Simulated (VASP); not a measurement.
# KZnF3 (Pm-3m) in VASP: notebook

Runs on KZnF3. Level: PBE. Tasks: single point, relaxation of the atoms.

Program: VASP 6.6.1. These are calculated values, not measurements. Logs are shortened: lines on timing, memory, paths and dates and some standing lists are left out, and cuts for length are marked.

## 1. The cell of the first run

It takes space group Pm-3m (No. 221, cubic). The conventional cell has a = 4.050 Å, b = 4.050 Å, c = 4.050 Å, α = 90.00°, β = 90.00°, γ = 90.00°. Within 3.8 Å of K (site symmetry m-3m) lie 12 F at 2.86 Å and 8 Zn at 3.51 Å. Within 2.7 Å of Zn (site symmetry m-3m) lie 6 F at 2.02 Å. Within 2.7 Å of F (site symmetry 4/mmm) lie 2 Zn at 2.02 Å.

## 2. Single point, PBE

The input, INCAR:

```
SYSTEM = KZnF3
ALGO = Normal ; EDIFF = 1E-6
ENCUT = 520 ; GGA = PE
ISIF = 2 ; ISMEAR = -1
LASPH = .True. ; LCHARG = .False.
LREAL = .False. ; LWAVE = .False.
NBANDS = 29 ; NELM = 100
PREC = Accurate ; SIGMA = 0.02
```

The input, KPOINTS:

```
k-points
0
Gamma
  6 6 6
  0 0 0
```

The input, POSCAR:

```
KZnF3
1.0
    4.0500000000      0.0000000000      0.0000000000
    0.0000000000      4.0500000000      0.0000000000
    0.0000000000      0.0000000000      4.0500000000
K Zn F
1 1 3
Direct
    0.0000000000      0.0000000000      0.0000000000
    0.5000000000      0.5000000000      0.5000000000
    0.5000000000      0.5000000000      0.0000000000
    0.0000000000      0.5000000000      0.5000000000
    0.5000000000      0.0000000000      0.5000000000
```

Potentials or basis: VASP PAW PBE potentials, release 64 (K_sv, Zn, F).

Launch:

```bash
$ cat potpaw_PBE.64/K_sv/POTCAR potpaw_PBE.64/Zn/POTCAR potpaw_PBE.64/F/POTCAR > POTCAR
$ mpirun -np 1 vasp_std > vasp.out
```

OUTCAR:

```text
SYSTEM = KZnF3
   EDIFF = 1E-6
   ENCUT = 520
   GGA = PE
   ISIF = 2
   ISMEAR = -1
   LASPH = .True.
   LREAL = .False.
   NELM = 100
   PREC = Accurate

 ion  position               nearest neighbor table
   1  0.000  0.000  0.000-
   2  0.500  0.500  0.500-   3 2.02   4 2.02   5 2.02   3 2.02   5 2.02   4 2.02
   3  0.500  0.500  0.000-   2 2.02   2 2.02
   4  0.000  0.500  0.500-   2 2.02   2 2.02
   5  0.500  0.000  0.500-   2 2.02   2 2.02

  LATTYP: Found a simple cubic cell.
 ALAT       =     4.0500000000

  Lattice vectors:

 A1 = (   4.0500000000,   0.0000000000,   0.0000000000)
 A2 = (   0.0000000000,   4.0500000000,   0.0000000000)
 A3 = (   0.0000000000,   0.0000000000,   4.0500000000)

Analysis of symmetry for initial positions (statically):
=====================================================================
 Subroutine PRICEL returns:
 Original cell was already a primitive cell.

 Routine SETGRP: Setting up the symmetry group for a
 simple cubic supercell.

 Subroutine GETGRP returns: Found 48 space group operations
 (whereof 48 operations were pure point group operations)
 out of a pool of 48 trial point group operations.

The static configuration has the point symmetry O_h .

Analysis of symmetry for dynamics (positions and initial velocities):
=====================================================================
 Subroutine PRICEL returns:
 Original cell was already a primitive cell.

 Routine SETGRP: Setting up the symmetry group for a
 simple cubic supercell.

 Subroutine GETGRP returns: Found 48 space group operations
 (whereof 48 operations were pure point group operations)
 out of a pool of 48 trial point group operations.

The dynamic configuration has the point symmetry O_h .

 Subroutine INISYM returns: Found 48 space group operations
 (whereof 48 operations are pure point group operations),
 and found     1 'primitive' translations

----------------------------------------------------------------------------------------

                                     Primitive cell

  volume of cell :      66.4301

  direct lattice vectors                    reciprocal lattice vectors
     4.050000000  0.000000000  0.000000000     0.246913580  0.000000000  0.000000000
     0.000000000  4.050000000  0.000000000     0.000000000  0.246913580  0.000000000
     0.000000000  0.000000000  4.050000000     0.000000000  0.000000000  0.246913580

  length of vectors
     4.050000000  4.050000000  4.050000000     0.246913580  0.246913580  0.246913580

  position of ions in fractional coordinates (direct lattice)
     0.000000000  0.000000000  0.000000000
     0.500000000  0.500000000  0.500000000
     0.500000000  0.500000000  0.000000000
     0.000000000  0.500000000  0.500000000
     0.500000000  0.000000000  0.500000000

  ion indices of the primitive-cell ions
   primitive index   ion index
                 1           1
                 2           2
                 3           3
                 4           4
                 5           5

----------------------------------------------------------------------------------------

 KPOINTS: k-points

Automatic generation of k-mesh.
 Grid dimensions read from file:
 generate k-points for:    6    6    6

 Generating k-lattice:

  Cartesian coordinates                     Fractional coordinates (reciprocal lattice)
     0.041152263  0.000000000  0.000000000     0.166666667  0.000000000  0.000000000
     0.000000000  0.041152263  0.000000000     0.000000000  0.166666667  0.000000000
     0.000000000  0.000000000  0.041152263     0.000000000  0.000000000  0.166666667

  Length of vectors
     0.041152263  0.041152263  0.041152263

  Shift w.r.t. Gamma in fractional coordinates (k-lattice)
     0.000000000  0.000000000  0.000000000

 Subroutine IBZKPT returns following result:
 ===========================================

 Found     20 irreducible k-points:

 Following reciprocal coordinates:
            Coordinates               Weight
  0.000000  0.000000  0.000000      1.000000
  0.166667  0.000000  0.000000      6.000000
  0.333333  0.000000  0.000000      6.000000
  0.500000  0.000000  0.000000      3.000000
  0.166667  0.166667  0.000000     12.000000
  0.333333  0.166667  0.000000     24.000000
[... 12 lines left out ...]
  0.500000  0.500000  0.333333      6.000000
  0.500000  0.500000  0.500000      1.000000
   k-points           NKPTS =     20   k-points in BZ     NKDIM =     20   number of bands    NBANDS=     29
   number of dos      NEDOS =    301   number of ions     NIONS =      5
   total plane-waves  NPLWV =  27000
   dimension x,y,z NGX =    30 NGY =   30 NGZ =   30
   dimension x,y,z NGXF=    60 NGYF=   60 NGZF=   60
   ions per type =               1   1   3
   NGX,Y,Z   is equivalent  to a cutoff of  12.31, 12.31, 12.31 a.u.
   NGXF,Y,Z  is equivalent  to a cutoff of  24.63, 24.63, 24.63 a.u.
 SYSTEM =  KZnF3
   PREC   = accura    normal or accurate (medium, high low for compatibility)
   ISTART =      0    job   : 0-new  1-cont  2-samecut
   ICHARG =      2    charge: 1-file 2-atom 10-const
   ISPIN  =      1    spin polarized calculation?
   LNONCOLLINEAR =      F non collinear calculations
   LSORBIT =      F    spin-orbit coupling
   LASPH  =      T    aspherical Exc in radial PAW
   ENCUT  =  520.0 eV  38.22 Ry    6.18 a.u.   7.53  7.53  7.53*2*pi/ulx,y,z
   NELM   =    100;   NELMIN=  2; NELMDL= -5     # of ELM steps
   EDIFF  = 0.1E-05   stopping-criterion for ELM
   LREAL  =      F    real-space projection
   EDIFFG = 0.1E-04   stopping-criterion for IOM
   NSW    =      0    number of steps for IOM
   IBRION =     -1    ionic relax: 0-MD 1-quasi-New 2-CG
   NFREE  =      0    steps in history (QN), initial steepest desc. (CG)
   ISIF   =      2    stress and relaxation
   ISYM   =      2    0-nonsym 1-usesym 2-fastsym
   POTIM  = 0.5000    time-step for ionic-motion
   TEBEG  =    0.0;   TEEND  =   0.0 temperature during run
   PSTRESS=    0.0 pullay stress
   NELECT =      42.0000    total number of electrons
   NUPDOWN=      -1.0000    fix difference up-down
   EMIN   =  10.00;   EMAX   =-10.00  energy-range for DOS
   EFERMI =   0.00;   METHOD = LEGACY
   ISMEAR =    -1;   SIGMA  =   0.02  broadening in eV -4-tet -1-fermi 0-gaus
   EFERMI_NEDOS =   21; number of points for ismear=-14 and -15
   IALGO  =     38    algorithm
   IMIX   =      4    mixing-type and parameters
     AMIX     =   0.40;   BMIX     =  1.00
     AMIX_MAG =   1.60;   BMIX_MAG =  1.00
  volume/ion in A,a.u.               =      13.29        89.66
  Fermi-wavevector in a.u.,A,eV,Ry     =   1.405086  2.655228 26.861528  1.974267
  Thomas-Fermi vector in A             =   2.527583
   LORBIT       =      0    0 simple, 1 ext, 2 COOP (PROOUT), +10 PAW based schemes
   GGA     = PE    functional components
   LHFCALC =     F    Hartree Fock is set to
   AEXX    =    0.0000 exact exchange contribution
   IVDW    =     0    specifies the selected vdW correction
   LEPSILON=     F    determine dielectric tensor
   LRPA    =     F    only Hartree local field effects (RPA)
 non-spin polarized calculation
  energy-cutoff  :      520.00
  volume of cell :       66.43
 maximum number of plane-waves:      1811
   NGX = 15   NGY = 15   NGZ = 15

 number of electron      41.9999978 magnetization

 Free energy of the ion-electron system (eV)
  ---------------------------------------------------
  ext. energy  EPLUGINS =         0.00000000
  ---------------------------------------------------
  free energy    TOTEN  =       -20.26461027 eV

  energy without entropy =      -20.26461027  energy(sigma->0) =      -20.26461027

 E-fermi :  -0.2607     XC(G=0):  -9.8790

 val. band max:       -0.7562223060   @ k =   0.5000   0.5000   0.5000
 cond. band min:       3.0366149965   @ k =   0.0000   0.0000   0.0000
 fundamental gap:      3.7928373025
 Fermi energy:        -0.2607392789

 k-point     1 :       0.0000    0.0000    0.0000
  band No.  band energies     occupation
      1     -27.8533      2.00000
      2     -22.3689      2.00000
      3     -21.7419      2.00000
      4     -21.7419      2.00000
      5     -11.3394      2.00000
      6     -11.3394      2.00000
[... 21 lines left out ...]
     28      10.2731      0.00000
     29      13.3976      0.00000

 k-point     2 :       0.1667    0.0000    0.0000
  band No.  band energies     occupation
      1     -27.8478      2.00000
      2     -22.3363      2.00000
      3     -21.7720      2.00000
      4     -21.7406      2.00000
      5     -11.3389      2.00000
      6     -11.3283      2.00000
[... 21 lines left out ...]
     28      10.3460      0.00000
     29      13.1716      0.00000

 k-point     3 :       0.3333    0.0000    0.0000
  band No.  band energies     occupation
      1     -27.8367      2.00000
      2     -22.2594      2.00000
      3     -21.8426      2.00000
      4     -21.7367      2.00000
      5     -11.3377      2.00000
      6     -11.3057      2.00000
[... 21 lines left out ...]
     28      10.5045      0.00000
     29      12.7226      0.00000

 k-point     4 :       0.5000    0.0000    0.0000
  band No.  band energies     occupation
      1     -27.8312      2.00000
      2     -22.2100      2.00000
      3     -21.8895      2.00000
      4     -21.7350      2.00000
      5     -11.3371      2.00000
      6     -11.2943      2.00000
[... 469 lines left out ...]
     28      11.8108      0.00000
     29      11.8193      0.00000

 k-point    19 :       0.5000    0.5000    0.3333
  band No.  band energies     occupation
      1     -27.8071      2.00000
      2     -21.9076      2.00000
      3     -21.8922      2.00000
      4     -21.8922      2.00000
      5     -11.4761      2.00000
      6     -11.4761      2.00000
[... 21 lines left out ...]
     28      11.8229      0.00000
     29      12.2008      0.00000

 k-point    20 :       0.5000    0.5000    0.5000
  band No.  band energies     occupation
      1     -27.8043      2.00000
      2     -21.8875      2.00000
      3     -21.8875      2.00000
      4     -21.8875      2.00000
      5     -11.4991      2.00000
      6     -11.4991      2.00000
[... 21 lines left out ...]
     28      11.7714      0.00000
     29      12.7445      0.00000

------------------------ aborting loop because EDIFF is reached ----------------------------------------

  FORCE on cell =-STRESS in cart. coord.  units (eV):
  Direction    XX          YY          ZZ          XY          YZ          ZX
  --------------------------------------------------------------------------------------
  -------------------------------------------------------------------------------------
  Total        2.0497265      2.0497265      2.0497265     -0.0000000      0.0000000      0.0000000
  in kB       49.4357848     49.4357848     49.4357848     -0.0000000      0.0000000      0.0000000
  external PRESSURE =      49.4357848 kB  Pullay stress =       0.0000000 kB

 VOLUME and BASIS-vectors are now :
 -----------------------------------------------------------------------------
  energy-cutoff  :      520.00
  volume of cell :       66.43
      direct lattice vectors                 reciprocal lattice vectors
     4.050000000  0.000000000  0.000000000     0.246913580  0.000000000  0.000000000
     0.000000000  4.050000000  0.000000000     0.000000000  0.246913580  0.000000000
     0.000000000  0.000000000  4.050000000     0.000000000  0.000000000  0.246913580

 POSITION                                       TOTAL-FORCE (eV/Angst)
 -----------------------------------------------------------------------------------
      0.00000      0.00000      0.00000         0.000000      0.000000      0.000000
      2.02500      2.02500      2.02500         0.000000      0.000000      0.000000
      2.02500      2.02500      0.00000         0.000000      0.000000      0.000000
      0.00000      2.02500      2.02500         0.000000      0.000000      0.000000
      2.02500      0.00000      2.02500         0.000000      0.000000      0.000000
 -----------------------------------------------------------------------------------
    total drift:                                0.000000      0.000000     -0.000000

  FREE ENERGIE OF THE ION-ELECTRON SYSTEM (eV)
  ---------------------------------------------------
  free  energy   TOTEN  =       -20.2646102676 eV

  energy  without entropy=      -20.2646102676  energy(sigma->0) =      -20.26461027
```

It took 39 s on 1 thread of Oxide Virtual Turin-like, shared host; peak memory 0.15 GiB.

Results:

| Property | Result |
| --- | --- |
| Free energy | -20.2646 eV |
| Pressure | 4.9 GPa |
| Band gap on the k mesh | 3.79 eV (least direct gap 5.65 eV) |

Levels at points of the mesh, in eV from the valence-band top:
```csv
k point,band 19,band 20,band 21,band 22,band 23,band 24
"(0.00, 0.00, 0.00)",-1.86,-1.86,-1.86,3.79,8.70,8.70
"(0.50, 0.00, 0.00)",-1.70,-1.70,-1.58,6.56,8.30,9.65
"(0.50, 0.50, 0.00)",-1.79,-1.51,0.00,8.04,10.12,10.15
"(0.50, 0.50, 0.50)",-1.49,0.00,0.00,8.43,8.43,8.43
```

Caveat: the cell stands under pressure.

## 3. Relaxation of the atoms, PBE

The input, INCAR:

```
  PREC = Accurate
  ENCUT = 520
  EDIFF = 1E-7
  ISMEAR = -1
  SIGMA = 0.02
  LREAL = F
  LASPH = T
  NELM = 60
  ALGO = Normal
  ISIF = 2
  LWAVE = F
  LCHARG = F
  GGA = PE
  IBRION = 2
  NSW = 80
  EDIFFG = -0.02
```

The input, KPOINTS:

```
Automatic mesh
0
Gamma
  6 6 6
```

POSCAR is that of step 2.

Potentials or basis: VASP PAW PBE potentials, release 64 (K_sv, Zn, F).

Launch:

```bash
$ cat potpaw_PBE.64/K_sv/POTCAR potpaw_PBE.64/Zn/POTCAR potpaw_PBE.64/F/POTCAR > POTCAR
$ mpirun -np 1 vasp_std > vasp.out
```

It took 69 s on 1 thread of Oxide Virtual Turin-like, shared host; peak memory 0.15 GiB.

It converged, with:

```
Free energy             : -20.2646 eV
Pressure after relaxing : 4.7 GPa
Band gap on the k mesh  : 3.79 eV (least direct gap 5.65 eV)
```

Final structure:
```
K Zn F
1.0
     4.05000    0.00000    0.00000
     0.00000    4.05000    0.00000
     0.00000    0.00000    4.05000
K Zn F
1 1 3
Cartesian
  0.0000 0.0000 0.0000
  2.0250 2.0250 2.0250
  2.0250 2.0250 0.0000
  0.0000 2.0250 2.0250
  2.0250 0.0000 2.0250
```

Levels at points of the mesh, in eV from the valence-band top:
| k point | band 18 | band 19 | band 20 | band 21 | band 22 | band 23 | band 24 | band 25 |
| --- | --- | --- | --- | --- | --- | --- | --- | --- |
| (0.00, 0.00, 0.00) | -2.07 | -1.86 | -1.86 | -1.86 | 3.79 | 8.69 | 8.69 | 9.40 |
| (0.50, 0.00, 0.00) | -2.03 | -1.70 | -1.70 | -1.58 | 6.56 | 8.30 | 9.64 | 11.08 |
| (0.50, 0.50, 0.00) | -1.79 | -1.79 | -1.51 | 0.00 | 8.04 | 10.12 | 10.15 | 10.15 |
| (0.50, 0.50, 0.50) | -1.49 | -1.49 | 0.00 | 0.00 | 8.42 | 8.42 | 8.42 | 10.23 |

Caveat: the relaxation stopped at its first step, so nothing moved.
